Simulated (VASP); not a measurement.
# TiAl in VASP: further runs

TiAl is run at these levels: PBEsol; tasks: single point.

Everything below comes from runs of VASP 6.6.1. Logs are shortened: lines on timing, memory, paths and dates and some standing lists are left out, and cuts for length are marked.

## (1) The cell of the first run

The typed cell holds 2 atoms: a = 3.144 Å, b = 3.129 Å, c = 3.197 Å, α = 90.07°, β = 91.20°, γ = 88.12°.

## (2) Single point, PBEsol

Input file INCAR:

```
SYSTEM = TiAl
PREC = Accurate
ENCUT = 520
EDIFF = 1E-6
ISMEAR = 0
SIGMA = 0.15
LREAL = .False.
LASPH = .True.
NELM = 100
ALGO = Fast
ISIF = 2
LWAVE = .False.
LCHARG = .True.
GGA = PS
LELF = .True.
LVHAR = .True.
NBANDS = 14
```

Input file KPOINTS:

```
regular mesh
0
Gamma
  10 10 10
  0 0 0
```

Input file POSCAR:

```
TiAl
1.0
    3.1438903222      0.0515394135     -0.0331589238
    0.0515394135      3.1283020703     -0.0017797817
   -0.0331589238     -0.0017797817      3.1972298377
Ti Al
1 1
Direct
   -0.0047457385     -0.0044906118      0.0041322901
    0.5047457385      0.5044906118      0.4958677099
```

Potentials or basis: VASP PAW PBE potentials, release 64 (Ti_sv, Al).

On the command line:

```bash
$ cat potpaw_PBE.64/Ti_sv/POTCAR potpaw_PBE.64/Al/POTCAR > POTCAR
$ mpirun -np 1 vasp_std > vasp.out
```

OUTCAR:

```text
SYSTEM = TiAl
   PREC = Accurate
   ENCUT = 520
   EDIFF = 1E-6
   ISMEAR = 0
   LREAL = .False.
   LASPH = .True.
   NELM = 100
   ISIF = 2
   GGA = PS

 ion  position               nearest neighbor table
   1  0.995  0.996  0.004-   2 2.67   2 2.70   2 2.71   2 2.72   2 2.73   2 2.74   2 2.76   2 2.83

   2  0.505  0.504  0.496-   1 2.67   1 2.70   1 2.71   1 2.72   1 2.73   1 2.74   1 2.76   1 2.83

  LATTYP: Found a triclinic cell.
 ALAT       =     3.1444875868
 B/A-ratio  =     1.4410022119
 C/A-ratio  =     1.7447540495
 COS(alpha) =     0.0000286428
 COS(beta)  =     0.5796948597
 COS(gamma) =     0.7087250317

  Lattice vectors:

 A1 = (   3.1438903222,   0.0515394135,  -0.0331589238)
 A2 = (   3.1770492460,   0.0533191952,  -3.2303887615)
 A3 = (   3.1622708119,   3.1780617021,   3.1622911322)

Analysis of symmetry for initial positions (statically):
=====================================================================
 Subroutine PRICEL returns:
 Original cell was already a primitive cell.

 Routine SETGRP: Setting up the symmetry group for a
 triclinic supercell.

 Subroutine GETGRP returns: Found  1 space group operations
 (whereof  1 operations were pure point group operations)
 out of a pool of  2 trial point group operations.

The static configuration has the point symmetry C_1 .

Analysis of symmetry for dynamics (positions and initial velocities):
=====================================================================
 Subroutine PRICEL returns:
 Original cell was already a primitive cell.

 Routine SETGRP: Setting up the symmetry group for a
 triclinic supercell.

 Subroutine GETGRP returns: Found  1 space group operations
 (whereof  1 operations were pure point group operations)
 out of a pool of  2 trial point group operations.

The dynamic configuration has the point symmetry C_1 .

 Subroutine INISYM returns: Found  1 space group operations
 (whereof  1 operations are pure point group operations),
 and found     1 'primitive' translations

----------------------------------------------------------------------------------------

                                     Primitive cell

  volume of cell :      31.4329

  direct lattice vectors                    reciprocal lattice vectors
     3.143890322  0.051539413 -0.033158924     0.318197939 -0.005240500  0.003297159
     0.051539413  3.128302070 -0.001779782    -0.005240500  0.319748634  0.000123642
    -0.033158924 -0.001779782  3.197229838     0.003297159  0.000123642  0.312805022

  length of vectors
     3.144487587  3.128727109  3.197402276     0.318258170  0.319791599  0.312822423

  position of ions in fractional coordinates (direct lattice)
     0.995254262  0.995509388  0.004132290
     0.504745738  0.504490612  0.495867710

  ion indices of the primitive-cell ions
   primitive index   ion index
                 1           1
                 2           2

----------------------------------------------------------------------------------------

 KPOINTS: regular mesh

Automatic generation of k-mesh.
 Grid dimensions read from file:
 generate k-points for:   10   10   10

 Generating k-lattice:

  Cartesian coordinates                     Fractional coordinates (reciprocal lattice)
     0.031819794 -0.000524050  0.000329716     0.100000000 -0.000000000 -0.000000000
    -0.000524050  0.031974863  0.000012364     0.000000000  0.100000000  0.000000000
     0.000329716  0.000012364  0.031280502    -0.000000000 -0.000000000  0.100000000

  Length of vectors
     0.031825817  0.031979160  0.031282242

  Shift w.r.t. Gamma in fractional coordinates (k-lattice)
     0.000000000  0.000000000  0.000000000

 Subroutine IBZKPT returns following result:
 ===========================================

 Found    504 irreducible k-points:

 Following reciprocal coordinates:
            Coordinates               Weight
  0.000000  0.000000  0.000000      1.000000
  0.100000 -0.000000  0.000000      2.000000
  0.200000 -0.000000  0.000000      2.000000
  0.300000  0.000000  0.000000      2.000000
  0.400000  0.000000  0.000000      2.000000
  0.500000  0.000000  0.000000      1.000000
[... 16 lines left out ...]
 -0.400000  0.200000  0.000000      2.000000
 -0.300000  0.200000 -0.000000      2.000000
 [... further k-points ...]
   k-points           NKPTS =    504   k-points in BZ     NKDIM =    504   number of bands    NBANDS=     14
   number of dos      NEDOS =    301   number of ions     NIONS =      2
   total plane-waves  NPLWV =  13824
   dimension x,y,z NGX =    24 NGY =   24 NGZ =   24
   dimension x,y,z NGXF=    48 NGYF=   48 NGZF=   48
   ions per type =               1   1
   NGX,Y,Z   is equivalent  to a cutoff of  12.69, 12.75, 12.48 a.u.
   NGXF,Y,Z  is equivalent  to a cutoff of  25.38, 25.50, 24.96 a.u.
 SYSTEM =  TiAl
   PREC   = accura    normal or accurate (medium, high low for compatibility)
   ISTART =      0    job   : 0-new  1-cont  2-samecut
   ICHARG =      2    charge: 1-file 2-atom 10-const
   ISPIN  =      1    spin polarized calculation?
   LNONCOLLINEAR =      F non collinear calculations
   LSORBIT =      F    spin-orbit coupling
   LASPH  =      T    aspherical Exc in radial PAW
   ENCUT  =  520.0 eV  38.22 Ry    6.18 a.u.   5.85  5.82  5.95*2*pi/ulx,y,z
   NELM   =    100;   NELMIN=  2; NELMDL= -5     # of ELM steps
   EDIFF  = 0.1E-05   stopping-criterion for ELM
   LREAL  =      F    real-space projection
   EDIFFG = 0.1E-04   stopping-criterion for IOM
   NSW    =      0    number of steps for IOM
   IBRION =     -1    ionic relax: 0-MD 1-quasi-New 2-CG
   NFREE  =      0    steps in history (QN), initial steepest desc. (CG)
   ISIF   =      2    stress and relaxation
   ISYM   =      2    0-nonsym 1-usesym 2-fastsym
   POTIM  = 0.5000    time-step for ionic-motion
   TEBEG  =    0.0;   TEEND  =   0.0 temperature during run
   PSTRESS=    0.0 pullay stress
   NELECT =      15.0000    total number of electrons
   NUPDOWN=      -1.0000    fix difference up-down
   EMIN   =  10.00;   EMAX   =-10.00  energy-range for DOS
   EFERMI =   0.00;   METHOD = LEGACY
   ISMEAR =     0;   SIGMA  =   0.15  broadening in eV -4-tet -1-fermi 0-gaus
   EFERMI_NEDOS =   21; number of points for ismear=-14 and -15
   IALGO  =     68    algorithm
   IMIX   =      4    mixing-type and parameters
     AMIX     =   0.40;   BMIX     =  1.00
     AMIX_MAG =   1.60;   BMIX_MAG =  1.00
  volume/ion in A,a.u.               =      15.72       106.06
  Fermi-wavevector in a.u.,A,eV,Ry     =   1.279313  2.417552 22.267872  1.636642
  Thomas-Fermi vector in A             =   2.411806
   LORBIT       =      0    0 simple, 1 ext, 2 COOP (PROOUT), +10 PAW based schemes
   GGA     = PS    functional components
   LHFCALC =     F    Hartree Fock is set to
   AEXX    =    0.0000 exact exchange contribution
   IVDW    =     0    specifies the selected vdW correction
   LEPSILON=     F    determine dielectric tensor
   LRPA    =     F    only Hartree local field effects (RPA)
 non-spin polarized calculation
 RMM-DIIS sequential band-by-band and
 Gauss-broadening in eV      SIGMA  =   0.15
  energy-cutoff  :      520.00
  volume of cell :       31.43
 maximum number of plane-waves:       866
   NGX = 11   NGY = 11   NGZ = 11

 number of electron      14.9999998 magnetization

 Free energy of the ion-electron system (eV)
  ---------------------------------------------------
  ext. energy  EPLUGINS =         0.00000000
  ---------------------------------------------------
  free energy    TOTEN  =       -12.96614768 eV

  energy without entropy =      -12.93845688  energy(sigma->0) =      -12.95230228

 E-fermi :   8.8895     XC(G=0): -11.2836

 val. band max:        8.8876174306   @ k =   0.3000  -0.2000   0.3000
 cond. band min:       8.8942471638   @ k =  -0.3000   0.2000   0.2000
 fundamental gap:      0.0066297333
 Fermi energy:         8.8894738685

 k-point     1 :       0.0000    0.0000    0.0000
  band No.  band energies     occupation
      1     -47.7107      2.00000
      2     -24.0325      2.00000
      3     -24.0142      2.00000
      4     -23.9876      2.00000
      5      -0.4441      2.00000
      6       7.3906      2.00000
      7       7.4487      2.00000
      8      10.6362      0.00000
      9      10.7541      0.00000
     10      10.8227      0.00000
     11      13.0854      0.00000
     12      13.5426      0.00000
     13      13.7129      0.00000
     14      17.8826      0.00000

 k-point     2 :       0.1000   -0.0000    0.0000
  band No.  band energies     occupation
      1     -47.7091      2.00000
      2     -24.0365      2.00000
      3     -24.0223      2.00000
      4     -23.9910      2.00000
      5      -0.2802      2.00000
      6       7.3468      2.00000
      7       7.4870      2.00000
      8      10.3806      0.00000
      9      10.5397      0.00000
     10      10.7643      0.00000
     11      12.9074      0.00000
     12      13.5100      0.00000
     13      14.0676      0.00000
     14      17.6629      0.00000

 k-point     3 :       0.2000   -0.0000    0.0000
  band No.  band energies     occupation
      1     -47.7047      2.00000
      2     -24.0774      2.00000
      3     -24.0227      2.00000
      4     -23.9902      2.00000
      5       0.2023      2.00000
      6       6.9459      2.00000
      7       7.6885      2.00000
      8       9.8325      0.00000
      9      10.0463      0.00000
     10      10.8044      0.00000
     11      12.0235      0.00000
     12      14.4235      0.00000
     13      14.9240      0.00000
     14      17.0705      0.00000
[... 324 lines left out ...]
 k-point    23 :      -0.4000    0.2000    0.0000
  band No.  band energies     occupation
      1     -47.6887      2.00000
      2     -24.1747      2.00000
      3     -24.0498      2.00000
      4     -24.0066      2.00000
      5       2.5360      2.00000
      6       5.1034      2.00000
      7       7.9182      2.00000
      8       8.9022      0.90436
      9       9.1909      0.00449
     10      10.3201      0.00000
     11      11.9700      0.00000
     12      14.4094      0.00000
     13      16.5797      0.00000
     14      17.5618      0.00000

 k-point    24 :      -0.3000    0.2000   -0.0000
  band No.  band energies     occupation
      1     -47.6930      2.00000
      2     -24.1291      2.00000
      3     -24.0540      2.00000
      4     -24.0108      2.00000
      5       1.6038      2.00000
      6       6.2961      2.00000
      7       7.5486      2.00000
      8       9.1420      0.01729
      9       9.4503      0.00000
     10      10.2664      0.00000
     11      12.0643      0.00000
     12      13.7073      0.00000
     13      16.5335      0.00000
     14      17.0736      0.00000

 [... further k-points ...]

------------------------ aborting loop because EDIFF is reached ----------------------------------------

  FORCE on cell =-STRESS in cart. coord.  units (eV):
  Direction    XX          YY          ZZ          XY          YZ          ZX
  --------------------------------------------------------------------------------------
  -------------------------------------------------------------------------------------
  Total       -0.0130296     -0.0337136      0.2572668     -0.4449191     -0.0684364      0.3058840
  in kB       -0.6641365     -1.7184266     13.1132158    -22.6780970     -3.4882934     15.5912996
  external PRESSURE =       3.5768842 kB  Pullay stress =       0.0000000 kB

 VOLUME and BASIS-vectors are now :
 -----------------------------------------------------------------------------
  energy-cutoff  :      520.00
  volume of cell :       31.43
      direct lattice vectors                 reciprocal lattice vectors
     3.143890322  0.051539413 -0.033158924     0.318197939 -0.005240500  0.003297159
     0.051539413  3.128302070 -0.001779782    -0.005240500  0.319748634  0.000123642
    -0.033158924 -0.001779782  3.197229838     0.003297159  0.000123642  0.312805022

 POSITION                                       TOTAL-FORCE (eV/Angst)
 -----------------------------------------------------------------------------------
      3.18014      3.16554     -0.02156         0.169347      0.168310     -0.168025
      1.59642      1.60333      1.56777        -0.169347     -0.168310      0.168025
 -----------------------------------------------------------------------------------
    total drift:                               -0.000236     -0.000143      0.000090

  FREE ENERGIE OF THE ION-ELECTRON SYSTEM (eV)
  ---------------------------------------------------
  free  energy   TOTEN  =       -12.9661476793 eV

  energy  without entropy=      -12.9384568752  energy(sigma->0) =      -12.95230228
```

Run time: 3.5 min. Hardware: 1 thread of Intel Xeon Platinum 8259CL at 2.50GHz (Skylake/Cascade Lake), shared host; peak memory 0.33 GiB.

Results:

- Free energy: -12.9661 eV
- Pressure: 0.4 GPa
- Largest force: 0.292 eV/Å

Forces on the atoms (eV/Å):
```
Ti   0.169  0.168 -0.168
Al  -0.169 -0.168  0.168
```

Stress tensor (GPa, compression positive):
```
-0.07 -2.27  1.56
-2.27 -0.17 -0.35
 1.56 -0.35  1.31
```

Caveat: the PAW data sets were made with another functional, which shifts forces and pressure a little.

## (3) Single point, PBEsol

Input file INCAR:

```
SYSTEM = TiAl
ALGO     = Fast           ! electronic algorithm
EDIFF    = 1E-7           ! SCF threshold, eV
ENCUT    = 520            ! plane-wave cutoff, eV
GGA      = PS             ! functional
ISIF     = 2              ! what is computed and relaxed
ISMEAR   = 0              ! smearing method
LASPH    = .True.         ! aspherical terms in the spheres
LCHARG   = .False.        ! write CHGCAR
LREAL    = .False.        ! projectors in reciprocal space
LWAVE    = .False.        ! write WAVECAR
NBANDS   = 14             ! bands
NELM     = 100            ! most SCF steps
PREC     = Accurate       ! precision mode
SIGMA    = 0.15           ! smearing width, eV
```

Input file KPOINTS:

```
k-points
0
Gamma
  10 10 10
  0 0 0
```

Input file POSCAR:

```
TiAl
1.0
    3.1438903222      0.0515394135     -0.0331589238
    0.0515394135      3.1283020703     -0.0017797817
   -0.0331589238     -0.0017797817      3.1972298377
Ti Al
1 1
Direct
   -0.0000025985     -0.0000026231      0.0000022033
    0.5000025985      0.5000026231      0.4999977967
```

Potentials or basis: VASP PAW PBE potentials, release 64 (Ti_sv, Al).

On the command line:

```bash
$ cat potpaw_PBE.64/Ti_sv/POTCAR potpaw_PBE.64/Al/POTCAR > POTCAR
$ mpirun -np 1 vasp_std > vasp.out
```

Run time: 5.5 min. Hardware: 1 thread of Intel Xeon Platinum 8259CL at 2.50GHz (Skylake/Cascade Lake), shared host; peak memory 0.33 GiB.

It converged, with:

- Free energy: -12.9734 eV
- Pressure: 0.3 GPa

Stress tensor (GPa, compression positive):
```
-0.15 -2.32  1.61
-2.32 -0.25 -0.30
 1.61 -0.30  1.23
```

Levels at points of the mesh, in eV from the Fermi level:
| k point | band 4 | band 5 | band 6 | band 7 | band 8 | band 9 | band 10 | band 11 | band 12 | band 13 |
| --- | --- | --- | --- | --- | --- | --- | --- | --- | --- | --- |
| (0.00, 0.00, 0.00) | -32.88 | -9.34 | -1.50 | -1.44 | 1.75 | 1.86 | 1.94 | 4.19 | 4.65 | 4.82 |
| (0.50, 0.00, 0.00) | -32.87 | -5.98 | -5.22 | -0.57 | 0.01 | 0.28 | 2.05 | 3.16 | 6.54 | 9.10 |
| (0.00, 0.50, 0.00) | -32.88 | -5.93 | -5.21 | -0.55 | -0.02 | 0.25 | 2.03 | 3.22 | 6.55 | 9.12 |
| (0.50, 0.50, 0.00) | -32.88 | -4.97 | -2.20 | -1.80 | -1.46 | 0.61 | 0.63 | 2.90 | 4.86 | 5.16 |
| (0.00, 0.00, 0.50) | -32.86 | -6.14 | -5.26 | -0.59 | 0.11 | 0.35 | 2.10 | 2.97 | 6.60 | 9.49 |
| (0.50, 0.00, 0.50) | -32.86 | -5.11 | -2.25 | -1.98 | -1.51 | 0.77 | 0.81 | 2.80 | 4.73 | 5.02 |
| (0.00, 0.50, 0.50) | -32.86 | -5.07 | -2.15 | -2.03 | -1.49 | 0.73 | 0.77 | 2.83 | 4.83 | 4.99 |
| (0.50, 0.50, 0.50) | -33.03 | -3.22 | -3.14 | -3.06 | 0.76 | 2.76 | 2.86 | 2.96 | 2.98 | 3.30 |

Caveat: the cell differs from its parent crystal (cell sheared at random, sigma 0.01, atoms nudged by 0.01 Å, then relaxed in part); the PAW data sets were made with another functional, which shifts forces and pressure a little.
